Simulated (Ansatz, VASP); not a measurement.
ScSi2O3 in VASP and in Ansatz

The input INCAR:

```
PREC = Accurate
ENCUT = 520
EDIFF = 1E-7
ISMEAR = 0
SIGMA = 0.1
LREAL = F
LASPH = T
NELM = 80
ALGO = Normal
ISIF = 2
LWAVE = F
LCHARG = F
GGA = PE
NBANDS = 28
```

The input KPOINTS:

```
Automatic mesh
0
Gamma
  6 6 4
```

The input POSCAR:

```
ScSi2O3
1.0
    4.2124495600      0.0000000000      0.0000000000
   -2.1062247800      3.6480883300      0.0000000000
    0.0000000000      0.0000000000      5.7045518700
Sc Si O
1 2 3
Direct
    0.0000000000      0.0000000000      0.5000000000
    0.3333333300      0.6666666700      0.5000000000
    0.6666666700      0.3333333300      0.5000000000
    0.4140868900      0.0000000000      0.5000000000
    0.0000000000      0.4140868900      0.5000000000
    0.5859131100      0.5859131100      0.5000000000
```

Input for Ansatz:

```yaml
crystal:
  lattice:
    - [4.21244956, 0.0, 0.0]
    - [-2.10622478, 3.64808833, 0.0]
    - [0.0, 0.0, 5.70455187]
  atoms:
    - { symbol: Sc, position: [0.0, 0.0, 0.5] }
    - { symbol: Si, position: [0.33333333, 0.66666667, 0.5] }
    - { symbol: Si, position: [0.66666667, 0.33333333, 0.5] }
    - { symbol: O, position: [0.41408689, 0.0, 0.5] }
    - { symbol: O, position: [0.0, 0.41408689, 0.5] }
    - { symbol: O, position: [0.58591311, 0.58591311, 0.5] }
basis:
  ecutwfc: 420
kpoints:
  mp_grid: { grid: [6, 6, 4] }
hamiltonian:
  xc: pbe
scf:
  occupations: { method: gaussian, width: 0.1 }
  lower_state_search: "off"
output:
  forces: true
  stress: true
  eigenvalues: true
```

Alike in both runs: task single point; functional PBE; k mesh 6 × 6 × 4; occupations gaussian, width 0.1 eV; no spin polarisation.

```csv
,VASP,Ansatz
version,VASP 6.6.1,Ansatz 0.2.0
potentials or method,"VASP PAW PBE potentials, release 64 (Sc_sv, Si, O), cutoff 520 eV","scalar-relativistic, plane waves, PAW"
valence electrons in the cell,37,37
```

Ansatz gave:

| Item | Value |
| --- | --- |
| gap on the k mesh at the Fermi level (eV) | none |
| rms of the force components (eV/Å) | 4.543 |

**Question.** Which values does VASP return?

**Answer.** gap on the k mesh at the Fermi level (eV): none; rms of the force components (eV/Å): 4.048.

Atom by atom the forces differ by 0.495 eV/Å (rms over components). A gap of «none» marks a metal or a gap that the smearing closes.
